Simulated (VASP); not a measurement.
# AlP (F-43m) in VASP: G0W0 quasiparticle levels with LDA

Aim: the G0W0 quasiparticle levels of AlP with LDA.

Everything below comes from runs of VASP 6.6.1. Logs are shortened: lines on timing, memory, paths and dates and some standing lists are left out, and cuts for length are marked.

## (1) The cell of the first run

It takes space group F-43m (No. 216, cubic). The conventional cell has a = 5.479 Å, b = 5.479 Å, c = 5.479 Å, α = 90.00°, β = 90.00°, γ = 90.00°. Al (site symmetry -43m) has 4 P at 2.37 Å within 3.1 Å. P (site symmetry -43m) has 4 Al at 2.37 Å within 3.1 Å.

## (2) G0W0 quasiparticle levels, LDA

The input, POSCAR:

```
AlP
1.0
    0.0000000000      2.7392572093      2.7392572093
    2.7392572093      0.0000000000      2.7392572093
    2.7392572093      2.7392572093      0.0000000000
Al P
1 1
Direct
    0.0000000000      0.0000000000      0.0000000000
    0.2500000000      0.2500000000      0.2500000000
```

The input, INCAR.step1:

```
ALGO = Normal ; EDIFF = 1E-8
ENCUT = 500 ; GGA = CA
ISMEAR = 0 ; LASPH = T
LCHARG = F ; LREAL = F
LWAVE = T ; NELM = 80
PREC = Accurate ; SIGMA = 0.01
```

The input, INCAR.step2:

```
ALGO = Exact ; EDIFF = 1E-8
ENCUT = 500 ; GGA = CA
ISMEAR = 0 ; ISTART = 1
LASPH = T ; LCHARG = F
LOPTICS = T ; LREAL = F
LWAVE = T ; NBANDS = 64
NELM = 1 ; PREC = Accurate
SIGMA = 0.01
```

The input, INCAR.step3:

```
ALGO = EVGW0 ; EDIFF = 1E-8
ENCUT = 500 ; ENCUTGW = 80.0
GGA = CA ; ISMEAR = 0
ISTART = 1 ; LASPH = T
LCHARG = F ; LREAL = F
LWAVE = F ; NBANDS = 64
NBANDSGW = 12 ; NELMGW = 1
NOMEGA = 48 ; PREC = Accurate
PRECFOCK = Fast ; SIGMA = 0.01
```

The input, KPOINTS:

```
k-points
0
Gamma
  4 4 4
```

Potentials or basis: VASP PAW LDA potentials, release 64 (Al_GW, P_GW).

Command:

```bash
$ cat potpaw_LDA.64/Al_GW/POTCAR potpaw_LDA.64/P_GW/POTCAR > POTCAR
$ cp INCAR.step1 INCAR
$ mpirun -np 1 vasp_std > vasp.out
$ cp INCAR.step2 INCAR
$ mpirun -np 1 vasp_std > vasp.out
$ cp INCAR.step3 INCAR
$ mpirun -np 1 vasp_std > vasp.out
```

OUTCAR:

```text
EDIFF = 1E-8
   ENCUT = 500
   ENCUTGW = 80.0
   GGA = CA
   ISMEAR = 0
   ISTART = 1
   LASPH = T
   LREAL = F
   NELMGW = 1
   PREC = Accurate
   PRECFOCK = Fast

 ion  position               nearest neighbor table
   1  0.000  0.000  0.000-   2 2.37   2 2.37   2 2.37   2 2.37
   2  0.250  0.250  0.250-   1 2.37   1 2.37   1 2.37   1 2.37

  LATTYP: Found a face centered cubic cell.
 ALAT       =     5.4785144186

  Lattice vectors:

 A1 = (   0.0000000000,   2.7392572093,   2.7392572093)
 A2 = (   2.7392572093,   0.0000000000,   2.7392572093)
 A3 = (   2.7392572093,   2.7392572093,   0.0000000000)

Analysis of symmetry for initial positions (statically):
=====================================================================
 Subroutine PRICEL returns:
 Original cell was already a primitive cell.

 Routine SETGRP: Setting up the symmetry group for a
 face centered cubic supercell.

 Subroutine GETGRP returns: Found 24 space group operations
 (whereof 24 operations were pure point group operations)
 out of a pool of 48 trial point group operations.

The static configuration has the point symmetry T_d .

Analysis of symmetry for dynamics (positions and initial velocities):
=====================================================================
 Subroutine PRICEL returns:
 Original cell was already a primitive cell.

 Routine SETGRP: Setting up the symmetry group for a
 face centered cubic supercell.

 Subroutine GETGRP returns: Found 24 space group operations
 (whereof 24 operations were pure point group operations)
 out of a pool of 48 trial point group operations.

The dynamic configuration has the point symmetry T_d .

 Subroutine INISYM returns: Found 24 space group operations
 (whereof 24 operations are pure point group operations),
 and found     1 'primitive' translations

----------------------------------------------------------------------------------------

[... 72 lines left out ...]
   LASPH  =      T    aspherical Exc in radial PAW
   ENCUT  =  500.0 eV  36.75 Ry    6.06 a.u.   7.06  7.06  7.06*2*pi/ulx,y,z
   NELM   =     60;   NELMIN=  2; NELMDL=  0     # of ELM steps
   EDIFF  = 0.1E-07   stopping-criterion for ELM
   LREAL  =      F    real-space projection
   EDIFFG = 0.1E-06   stopping-criterion for IOM
   NSW    =      0    number of steps for IOM
   IBRION =     -1    ionic relax: 0-MD 1-quasi-New 2-CG
   NFREE  =      0    steps in history (QN), initial steepest desc. (CG)
   ISIF   =      0    stress and relaxation
   ISYM   =      3    0-nonsym 1-usesym 2-fastsym
   POTIM  = 0.5000    time-step for ionic-motion
   TEBEG  =    0.0;   TEEND  =   0.0 temperature during run
   PSTRESS=    0.0 pullay stress
   NELECT =       8.0000    total number of electrons
   NUPDOWN=      -1.0000    fix difference up-down
   EMIN   =  10.00;   EMAX   =-10.00  energy-range for DOS
   EFERMI =   0.00;   METHOD = LEGACY
   ISMEAR =     0;   SIGMA  =   0.01  broadening in eV -4-tet -1-fermi 0-gaus
   EFERMI_NEDOS =   21; number of points for ismear=-14 and -15
   IALGO  =     38    algorithm
   IMIX   =      4    mixing-type and parameters
     AMIX     =   0.40;   BMIX     =  1.00
     AMIX_MAG =   1.60;   BMIX_MAG =  1.00
  volume/ion in A,a.u.               =      20.55       138.71
  Fermi-wavevector in a.u.,A,eV,Ry     =   0.948700  1.792782 12.245662  0.900031
  Thomas-Fermi vector in A             =   2.076913
   LORBIT       =      0    0 simple, 1 ext, 2 COOP (PROOUT), +10 PAW based schemes
   GGA     = CA    functional components
   LHFCALC =     T    Hartree Fock is set to
   PRECFOCK=fast      Normal, Fast or Accurate (Low or Medium for compatibility)
   ENCUT4O =  -1.0   cutoff for four orbital integrals eV
   NKREDX  =     1    reduce k-point grid by
   NKREDY  =     1    reduce k-point grid by
   NKREDZ  =     1    reduce k-point grid by
   AEXX    =    1.0000 exact exchange contribution
   HFSCREEN=    0.0000 screening length (either q_TF or 0.3 A-1)
   HFSCREENC=   0.0000 screening length for correlation (either q_TF or 0.3 A-1)
   ENCUTFOCK=  -1.0 apply spherical cutoff to Coloumb kernel
   IVDW    =     0    specifies the selected vdW correction
   LEPSILON=     F    determine dielectric tensor
   LRPA    =     F    only Hartree local field effects (RPA)
   LRPAFORCE           =     F    calculate RPA forces
   ENCUTGW             =  80.0    cutoff for response function in eV
   ENCUTGWSOFT         =  64.0    soft cutoff for Coulomb kernel in GW response function in eV
   ENCUTLF             =  -1.0    cutoff for local field effects
   NELMGW              =     1    number of iterations in solving QP/BSE equation
   NELMHF              =     1    number of iterations in the inner HF iteration
   NKREDLFX            =     1    NKREDLFY  =   1   NKREDLFZ  =   1
 non-spin polarized calculation
 Gauss-broadening in eV      SIGMA  =   0.01
  energy-cutoff  :      500.00
  volume of cell :       41.11
 maximum number of plane-waves:      1056
  NGX = 16; NGY = 16; NGZ = 16
   NGX = 15   NGY = 15   NGZ = 15
 maximum number of plane-waves:        70
 NGX is ok and might be reduce to    14

 QP shifts <psi_nk| G(iteration)W_0 |psi_nk>: iteration 1
 for sc-GW calculations column KS-energies equals QP-energies in previous step
 and V_xc(KS)=  KS-energies - (<T + V_ion + V_H > + <T+V_H+V_ion>^1  + <V_x>^1)

 k-point   1 :       0.0000    0.0000    0.0000
  band No.  KS-energies  QP-energies   sigma(KS)   V_xc(KS)     V^pw_x(r,r')   Z            occupation Imag(sigma)

      1      -7.7302      -8.0442     -11.6440     -11.1702     -18.3378       0.6627       2.0000       1.2732
      2       3.7270       3.4635     -12.4135     -12.0668     -14.0725       0.7601       2.0000       0.0660
      3       3.7270       3.4635     -12.4135     -12.0668     -14.0725       0.7601       2.0000       0.0660
      4       3.7270       3.4635     -12.4135     -12.0668     -14.0725       0.7601       2.0000       0.0660
      5       6.7412       7.4292      -9.5882     -10.4857      -5.5650       0.7666       0.0000      -0.0926
      6       8.1518       8.7906      -9.0262      -9.8710      -4.8115       0.7561       0.0000      -0.1019
      7       8.1518       8.7906      -9.0262      -9.8710      -4.8115       0.7561       0.0000      -0.1019
      8       8.1518       8.7906      -9.0262      -9.8710      -4.8115       0.7561       0.0000      -0.1019
      9      12.4765      13.1553      -9.1584     -10.0685      -4.1044       0.7458       0.0000      -0.2157
     10      12.4765      13.1553      -9.1584     -10.0685      -4.1044       0.7458       0.0000      -0.2157
     11      13.6036      14.0020      -7.6923      -8.2212      -2.2903       0.7533       0.0000      -0.3552
     12      15.7407      16.0700      -7.9089      -8.3468      -2.0905       0.7519       0.0000      -0.6021
[... 100 lines left out ...]
      1      -5.3347      -5.5199     -12.5284     -12.2613     -18.5027       0.6934       2.0000       0.8679
      2      -1.2284      -1.6180     -11.1627     -10.6080     -14.5591       0.7022       2.0000       0.2277
      3       0.5339       0.1015     -11.1105     -10.5179     -13.6036       0.7298       2.0000       0.1248
      4       0.8855       0.4873     -10.9500     -10.4102     -13.1911       0.7379       2.0000       0.1077
      5       7.9237       8.3942      -9.1098      -9.7270      -5.1000       0.7623       0.0000      -0.1001
      6       9.4994      10.2488      -9.8404     -10.8480      -5.2334       0.7438       0.0000      -0.1414
      7       9.7061      10.2667      -8.8437      -9.5840      -4.4442       0.7573       0.0000      -0.1284
      8       9.9137      10.4853      -8.7616      -9.5276      -3.8888       0.7462       0.0000      -0.1696
      9      14.7237      15.3205      -9.5485     -10.3748      -3.4019       0.7224       0.0000      -0.5252
     10      15.4847      16.3218     -10.1823     -11.3218      -4.2456       0.7347       0.0000      -0.5231
     11      16.7719      17.3390      -9.3375     -10.0991      -3.1807       0.7447       0.0000      -0.7003
     12      17.7101      18.4787      -9.8709     -10.9229      -3.6221       0.7306       0.0000      -0.7278
```

Wall time 1.9 min (1 thread of Intel Xeon 8259CL, shared host); peak memory 0.38 GiB.

What came out:

- Band gap on the k mesh, mean-field level: 1.43 eV, indirect (least direct gap 3.01 eV)
- Quasiparticle gap: 2.08 eV
- Least direct quasiparticle gap: 3.97 eV

Levels at points of the mesh, in eV from the valence-band top:
| k point | band 1 | band 2 | band 3 | band 4 | band 5 | band 6 | band 7 | band 8 |
| --- | --- | --- | --- | --- | --- | --- | --- | --- |
| (0.00, 0.00, 0.00) | -11.46 | 0.00 | 0.00 | 0.00 | 3.01 | 4.42 | 4.42 | 4.42 |
| (0.50, 0.00, 0.00) | -9.78 | -5.56 | -0.77 | -0.77 | 2.60 | 4.69 | 4.69 | 8.01 |
| (0.50, 0.50, 0.00) | -9.11 | -5.34 | -2.11 | -2.11 | 1.43 | 2.30 | 10.78 | 10.78 |

Caveat: the k points lie up to 0.50 Å⁻¹ apart; bands, screening cutoff and mesh are small and nothing is extrapolated, so the quasiparticle values aren't converged. A k mesh can miss the band edges.
